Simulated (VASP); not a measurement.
Here is a VASP 6.6.1 calculation.

File INCAR:

```
ALGO = Normal
EDIFF = 1E-6
ENCUT = 600
GGA = PE
GGA_COMPAT = False
ISIF = 2
ISMEAR = 0
LASPH = True
LCHARG = False
LREAL = False
LWAVE = False
NBANDS = 30
NELM = 120
PREC = Accurate
SIGMA = 0.1
```

The input KPOINTS:

```
k-points
0
Gamma
  4 4 4
```

POSCAR

```
Ge2Sb2O
1.0
    3.9731075300      0.0000000000      0.0000000000
    0.0000000000      3.9731075300      0.0000000000
    0.0000000000      0.0000000000      7.2640877000
Ge Sb O
2 2 1
Direct
    0.5000000000      0.5000000000      0.5000000000
    0.5000000000      0.5000000000      0.0000000000
    0.5000000000      0.5000000000      0.7624685800
    0.5000000000      0.5000000000      0.2375314200
    0.0000000000      0.0000000000      0.0000000000
```

Potentials or basis: VASP PAW PBE potentials, release 64 (Ge_d, Sb, O).

The run is started by

```console
$ cat potpaw_PBE.64/Ge_d/POTCAR potpaw_PBE.64/Sb/POTCAR potpaw_PBE.64/O/POTCAR > POTCAR
$ mpirun -np 1 vasp_std > vasp.out
```

(1) Estimate the pressure.

(2) Estimate the largest force.

## Answers

(1) 91.4 GPa.

(2) 21.214 eV/Å.

Caveat: the k points lie up to 0.40 Å⁻¹ apart; atoms lie so close that the PAW spheres overlap strongly, which falsifies energies and pressures; forces of over 1 eV/Å act on the atoms, so gaps and moduli don't describe the material at rest.
